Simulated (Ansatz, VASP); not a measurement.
## I in VASP and in Ansatz

```xyz
2
Lattice="3.1099 0.0000 0.0000 -1.5549 2.6932 0.0000 0.0000 0.0000 5.4172" Properties=species:S:1:pos:R:3 pbc="T T T"
I     0.0000    1.7955    1.3543
I     1.5549    0.8977    4.0629
```

Change from the starting cell: volume scaled by 0.68, PAW files.

Alike in both runs: task single point; functional LDA; k mesh 12 × 12 × 7; occupations fermi-dirac, width 0.08 eV; no spin polarisation.

|  | VASP | Ansatz |
| --- | --- | --- |
| version | VASP 6.6.1 | Ansatz 0.2.0 |
| potentials or method | VASP PAW LDA potentials, release 64 (I) | PAW with Ansatz's default frozen-core files, scalar-relativistic |
| plane-wave cutoff (eV) | 520 | 420 |
| valence electrons in the cell | 14 | 34 |

|  | VASP | Ansatz | Ansatz less VASP |
| --- | --- | --- | --- |
| pressure (GPa) | 27.1 | 27.1 | +0.02 |
| traceless stress, the component that is largest in VASP (GPa) | 0.14 | 0.10 | -0.046 |

LDA's correlation is that of Perdew and Zunger in VASP and of Perdew and Wang (1992) in Ansatz. VASP's potentials hold 14 valence electrons a cell and Ansatz's 34, so a difference there can come from the potentials and not from the codes.

Neither program's run includes spin-orbit coupling.
